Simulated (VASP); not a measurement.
# As (R-3m) in VASP: a series of runs

As is run at these levels: PBE, RPBE; tasks: single point.

All numbers are computed with VASP 6.6.1; they aren't measurements. Logs are shortened: lines on timing, memory, paths and dates and some standing lists are left out, and cuts for length are marked.

## (1) The cell of the first run

The structure is trigonal, space group R-3m (No. 166). Conventional cell: a = 3.762 Å, b = 3.762 Å, c = 10.542 Å, α = 90.00°, β = 90.00°, γ = 120.00°. As (site symmetry 3m) has 6 As at 2.51 to 3.14 Å within 3.3 Å.

## (2) Single point, PBE, non-collinear spin, zero start, spin-orbit coupling

INCAR

```
ALGO = Normal
EDIFF = 1E-6
ENCUT = 600
GGA = PE
GGA_COMPAT = False
ISIF = 2
ISMEAR = -1
LASPH = True
LCHARG = True
LORBIT = 11
LORBMOM = True
LREAL = False
LSORBIT = True
LVHAR = True
LWAVE = False
MAGMOM = 0 0 0 0 0 0
NBANDS = 42
NELM = 200
PREC = Accurate
SIGMA = 0.05
```

KPOINTS

```
k-points
0
Gamma
  7 7 7
```

POSCAR

```
As
1.0
    1.8807968987      1.0858785957      3.5140619945
   -1.8807968987      1.0858785957      3.5140619945
    0.0000000000     -2.1717571915      3.5140619945
As
2
Direct
    0.2260000000      0.2260000000      0.2260000000
    0.7740000000      0.7740000000      0.7740000000
```

Potentials or basis: VASP PAW PBE potentials, release 64 (As_d).

Command:

```
cat potpaw_PBE.64/As_d/POTCAR > POTCAR
mpirun -np 1 vasp_ncl > vasp.out
```

OUTCAR:

```text
EDIFF = 1E-6
   ENCUT = 600
   GGA = PE
   ISIF = 2
   ISMEAR = -1
   LASPH = True
   LORBIT = 11
   LREAL = False
   LSORBIT = True
   NELM = 200
   PREC = Accurate

 ion  position               nearest neighbor table
   1  0.226  0.226  0.226-   2 2.51   2 2.51   2 2.51
   2  0.774  0.774  0.774-   1 2.51   1 2.51   1 2.51

  LATTYP: Found a trigonal (rhomboedric) cell.
 ALAT       =     4.1310000000
 COS(alpha) =     0.5854247172

  Lattice vectors:

 A1 = (   1.8807968987,   1.0858785957,   3.5140619945)
 A2 = (  -1.8807968987,   1.0858785957,   3.5140619945)
 A3 = (   0.0000000000,  -2.1717571915,   3.5140619945)

Analysis of symmetry for initial positions (statically):
=====================================================================
 Subroutine PRICEL returns:
 Original cell was already a primitive cell.

 Routine SETGRP: Setting up the symmetry group for a
 trigonal (rhombohedral) supercell.

 Subroutine GETGRP returns: Found 12 space group operations
 (whereof 12 operations were pure point group operations)
 out of a pool of 12 trial point group operations.

The static configuration has the point symmetry D_3d.

Analysis of symmetry for dynamics (positions and initial velocities):
=====================================================================
 Subroutine PRICEL returns:
 Original cell was already a primitive cell.

 Routine SETGRP: Setting up the symmetry group for a
 trigonal (rhombohedral) supercell.

 Subroutine GETGRP returns: Found 12 space group operations
 (whereof 12 operations were pure point group operations)
 out of a pool of 12 trial point group operations.

The dynamic configuration has the point symmetry D_3d.

Analysis of structural, dynamic, and magnetic symmetry:
=====================================================================
 Subroutine PRICEL returns:
 Original cell was already a primitive cell.

 Routine SETGRP: Setting up the symmetry group for a
 trigonal (rhombohedral) supercell.

 Subroutine GETGRP returns: Found 12 space group operations
 (whereof 12 operations were pure point group operations)
 out of a pool of 12 trial point group operations.

The overall configuration has the point symmetry D_3d.

 Subroutine INISYM returns: Found 12 space group operations
 (whereof 12 operations are pure point group operations),
 and found     1 'primitive' translations

----------------------------------------------------------------------------------------

                                     Primitive cell

  volume of cell :      43.0610

  direct lattice vectors                    reciprocal lattice vectors
     1.880796899  1.085878596  3.514061995     0.265844760  0.153485544  0.094856987
    -1.880796899  1.085878596  3.514061995    -0.265844760  0.153485544  0.094856987
     0.000000000 -2.171757191  3.514061995     0.000000000 -0.306971087  0.094856987

  length of vectors
     4.131000000  4.131000000  4.131000000     0.321292852  0.321292852  0.321292852

  position of ions in fractional coordinates (direct lattice)
     0.226000000  0.226000000  0.226000000
     0.774000000  0.774000000  0.774000000

  ion indices of the primitive-cell ions
   primitive index   ion index
                 1           1
                 2           2

----------------------------------------------------------------------------------------

 KPOINTS: k-points

Automatic generation of k-mesh.
 Grid dimensions read from file:
 generate k-points for:    7    7    7

 Generating k-lattice:

  Cartesian coordinates                     Fractional coordinates (reciprocal lattice)
     0.037977823  0.021926506  0.013550998     0.142857143  0.000000000 -0.000000000
    -0.037977823  0.021926506  0.013550998     0.000000000  0.142857143 -0.000000000
[... 94 lines left out ...]

 number of electron      30.0000004 magnetization      -0.0000000     -0.0000000     -0.0000000

 number of electron      30.0000004 magnetization       0.0000000      0.0000000      0.0000000

 Free energy of the ion-electron system (eV)
  ---------------------------------------------------
  ext. energy  EPLUGINS =         0.00000000
  ---------------------------------------------------
  free energy    TOTEN  =        -9.38622063 eV

  energy without entropy =       -9.38375529  energy(sigma->0) =       -9.38498796

 E-fermi :   3.8114     XC(G=0): -10.6553

 val. band max:        3.7996383370   @ k =   0.4286   0.0000  -0.0000
 cond. band min:       3.8222833634   @ k =   0.4286   0.2857   0.2857
 fundamental gap:      0.0226450264
 Fermi energy:         3.8114317721

 k-point     1 :       0.0000    0.0000    0.0000
  band No.  band energies     occupation
      1     -32.8826      1.00000
      2     -32.8826      1.00000
      3     -32.8552      1.00000
      4     -32.8552      1.00000
      5     -32.8532      1.00000
      6     -32.8532      1.00000
[... 1069 lines left out ...]
     41      14.2135      0.00000
     42      14.3259      0.00000

 [... further k-points ...]

------------------------ aborting loop because EDIFF is reached ----------------------------------------

  FORCE on cell =-STRESS in cart. coord.  units (eV):
  Direction    XX          YY          ZZ          XY          YZ          ZX
  --------------------------------------------------------------------------------------
  -------------------------------------------------------------------------------------
  Total        1.0747723      1.0747723      0.8331838      0.0000000     -0.0000000      0.0000000
  in kB       39.9892460     39.9892460     31.0004180      0.0000000     -0.0000000      0.0000000
  external PRESSURE =      36.9929700 kB  Pullay stress =       0.0000000 kB

 VOLUME and BASIS-vectors are now :
 -----------------------------------------------------------------------------
  energy-cutoff  :      600.00
  volume of cell :       43.06
      direct lattice vectors                 reciprocal lattice vectors
     1.880796899  1.085878596  3.514061995     0.265844760  0.153485544  0.094856987
    -1.880796899  1.085878596  3.514061995    -0.265844760  0.153485544  0.094856987
     0.000000000 -2.171757191  3.514061995     0.000000000 -0.306971087  0.094856987

 POSITION                                       TOTAL-FORCE (eV/Angst)
 -----------------------------------------------------------------------------------
      0.00000     -0.00000      2.38253         0.000000     -0.000000      0.405060
      0.00000     -0.00000      8.15965         0.000000      0.000000     -0.405060
 -----------------------------------------------------------------------------------
    total drift:                               -0.000000     -0.000000      0.000000

  FREE ENERGIE OF THE ION-ELECTRON SYSTEM (eV)
  ---------------------------------------------------
  free  energy   TOTEN  =        -9.3862206268 eV

  energy  without entropy=       -9.3837552907  energy(sigma->0) =       -9.38498796

 orbital moment (x)

 # of ion     p       d       tot
 ----------------------------------------
  1        -0.000   0.000  -0.000
  2        -0.000   0.000  -0.000
 ----------------------------------------
           -0.000   0.000  -0.000

 orbital moment (y)

 # of ion     p       d       tot
 ----------------------------------------
  1         0.000   0.000   0.000
  2         0.000  -0.000  -0.000
 ----------------------------------------
            0.000   0.000   0.000

 orbital moment (z)

 # of ion     p       d       tot
 ----------------------------------------
  1         0.000   0.000   0.000
  2         0.000   0.000   0.000
 ----------------------------------------
            0.000   0.000   0.000

 Spin-Orbit-Coupling matrix elements

 Ion:    1  E_soc:     -0.0298209
 l=   1
     0.0000000    -0.0040663    -0.0038220
    -0.0040663     0.0000000    -0.0040663
    -0.0038220    -0.0040663     0.0000000
 l=   2
     0.0000000    -0.0001962     0.0000000    -0.0001962    -0.0007915
    -0.0001962     0.0000000    -0.0005924    -0.0001945    -0.0001962
     0.0000000    -0.0005924     0.0000000    -0.0005924     0.0000000
    -0.0001962    -0.0001945    -0.0005924     0.0000000    -0.0001962
    -0.0007915    -0.0001962     0.0000000    -0.0001962     0.0000000
 l=   3
     0.0000000     0.0000000     0.0000000     0.0000000     0.0000000     0.0000000     0.0000000
     0.0000000     0.0000000     0.0000000     0.0000000     0.0000000     0.0000000     0.0000000
     0.0000000     0.0000000     0.0000000     0.0000000     0.0000000     0.0000000     0.0000000
     0.0000000     0.0000000     0.0000000     0.0000000     0.0000000     0.0000000     0.0000000
     0.0000000     0.0000000     0.0000000     0.0000000     0.0000000     0.0000000     0.0000000
     0.0000000     0.0000000     0.0000000     0.0000000     0.0000000     0.0000000     0.0000000
     0.0000000     0.0000000     0.0000000     0.0000000     0.0000000     0.0000000     0.0000000

 Ion:    2  E_soc:     -0.0298209
 l=   1
     0.0000000    -0.0040663    -0.0038220
    -0.0040663     0.0000000    -0.0040663
    -0.0038220    -0.0040663     0.0000000
 l=   2
     0.0000000    -0.0001962     0.0000000    -0.0001962    -0.0007915
    -0.0001962     0.0000000    -0.0005924    -0.0001945    -0.0001962
     0.0000000    -0.0005924     0.0000000    -0.0005924     0.0000000
    -0.0001962    -0.0001945    -0.0005924     0.0000000    -0.0001962
    -0.0007915    -0.0001962     0.0000000    -0.0001962     0.0000000
 l=   3
     0.0000000     0.0000000     0.0000000     0.0000000     0.0000000     0.0000000     0.0000000
     0.0000000     0.0000000     0.0000000     0.0000000     0.0000000     0.0000000     0.0000000
     0.0000000     0.0000000     0.0000000     0.0000000     0.0000000     0.0000000     0.0000000
     0.0000000     0.0000000     0.0000000     0.0000000     0.0000000     0.0000000     0.0000000
     0.0000000     0.0000000     0.0000000     0.0000000     0.0000000     0.0000000     0.0000000
     0.0000000     0.0000000     0.0000000     0.0000000     0.0000000     0.0000000     0.0000000
     0.0000000     0.0000000     0.0000000     0.0000000     0.0000000     0.0000000     0.0000000

 total charge

# of ion       s       p       d       tot
------------------------------------------
    1        1.539   1.863  10.079  13.481
    2        1.539   1.863  10.079  13.481
--------------------------------------------------
tot          3.078   3.727  20.158  26.962

 magnetization (x)

# of ion       s       p       d       tot
------------------------------------------
    1        0.000   0.000   0.000   0.000
    2        0.000   0.000   0.000   0.000
--------------------------------------------------
tot          0.000   0.000   0.000   0.000

 magnetization (y)

# of ion       s       p       d       tot
------------------------------------------
    1        0.000   0.000   0.000   0.000
    2        0.000   0.000  -0.000  -0.000
--------------------------------------------------
tot          0.000   0.000   0.000   0.000

 magnetization (z)

# of ion       s       p       d       tot
------------------------------------------
    1        0.000   0.000   0.000   0.000
    2        0.000   0.000   0.000   0.000
--------------------------------------------------
tot          0.000   0.000   0.000   0.000
```

Run time: 95 s. Hardware: 1 thread of Intel Xeon 6975P-C (Granite Rapids), shared host; peak memory 0.43 GiB.

Results:

```
Free energy                                           : -9.3862 eV
Pressure                                              : 3.7 GPa
Largest force                                         : 0.405 eV/Å
Net moment                                            : 0.00 μB per cell
Valence electrons inside the program's atomic spheres : As 13.48
```

Forces in eV/Å, atoms in the order of the input:
```
As   0.000  0.000  0.405
As   0.000  0.000 -0.405
```

Stress tensor (GPa, compression positive):
```
4.00 0.00 0.00
0.00 4.00 0.00
0.00 0.00 3.10
```

Moments on the atoms (μB; x, y, z):
```
As  0.00 0.00 0.00
As  0.00 0.00 0.00
```

Caveat: the cell stands under pressure.

## (3) Single point, RPBE

INCAR

```
SYSTEM = As
  ALGO = Normal
  EDIFF = 1E-6
  ENCUT = 520
  GGA = RP
  ISIF = 2
  ISMEAR = -1
  LASPH = .True.
  LCHARG = .False.
  LREAL = .False.
  LWAVE = .False.
  NBANDS = 12
  NELM = 100
  PREC = Accurate
  SIGMA = 0.05
```

KPOINTS

```
k-points
0
Gamma
  9 9 9
  0 0 0
```

POSCAR is that of step 2.

Potentials or basis: VASP PAW PBE potentials, release 64 (As).

Command:

```
cat potpaw_PBE.64/As/POTCAR > POTCAR
mpirun -np 1 vasp_std > vasp.out
```

It took 46 s on 1 thread of Intel Xeon 8259CL, shared host; peak memory 0.19 GiB.

It converged, with:

* Free energy: -8.5678 eV
* Pressure: 5.7 GPa
* Largest force: 0.516 eV/Å
* Band gap on the k mesh: zero (bands 5 and 6 overlap by 0.10 eV)

Forces in eV/Å, atoms in the order of the input:
```
As   0.000  0.000  0.516
As   0.000  0.000 -0.516
```

Stress tensor (GPa, compression positive):
```
5.95 0.00 0.00
0.00 5.95 0.00
0.00 0.00 5.27
```

Levels at points of the mesh, in eV from the Fermi level:
```csv
k point,band 3,band 4,band 5,band 6,band 7,band 8
"(0.00, 0.00, 0.00)",-2.52,-2.10,-2.10,1.55,2.86,2.86
```

Caveat: the cell stands under pressure; the PAW data sets were made with another functional, which shifts forces and pressure a little.
